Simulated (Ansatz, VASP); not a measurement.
# CdS: VASP beside Ansatz

```xyz
2
Lattice="0.0000 2.9392 2.9392 2.9392 0.0000 2.9392 2.9392 2.9392 0.0000" Properties=species:S:1:pos:R:3 pbc="T T T"
Cd    0.0000    0.0000    0.0000
S     1.4696    1.4696    1.4696
```

Alike in both runs: task single point; functional PBE-based screened hybrid; k mesh 4 × 4 × 4; no spin polarisation.

|  | VASP | Ansatz |
| --- | --- | --- |
| version | VASP 6.6.1 | Ansatz 0.2.0 |
| potentials or method | VASP PAW PBE potentials, release 64 (Cd, S) | plane waves |
| plane-wave cutoff (eV) | 400 | 420 |
| occupations | gaussian, width 0.01 eV | fixed |
| valence electrons in the cell | 18 | 26 |

Ansatz gave:

```
gap on the k mesh at the Fermi level (eV) : 1.51
pressure (GPa)                            : 1.0
```

Q: Which values does VASP return?

A: gap on the k mesh at the Fermi level (eV): 1.51; pressure (GPa): 0.8.

VASP's potentials were made for PBE, not for PBE-based screened hybrid. VASP's potentials hold 18 valence electrons a cell and Ansatz's 26, so a difference there can come from the potentials and not from the codes. Ansatz's warnings: stress exchange threshold loose, stress scf threshold loose.

The k mesh is coarse, so the values compare programs but aren't converged.
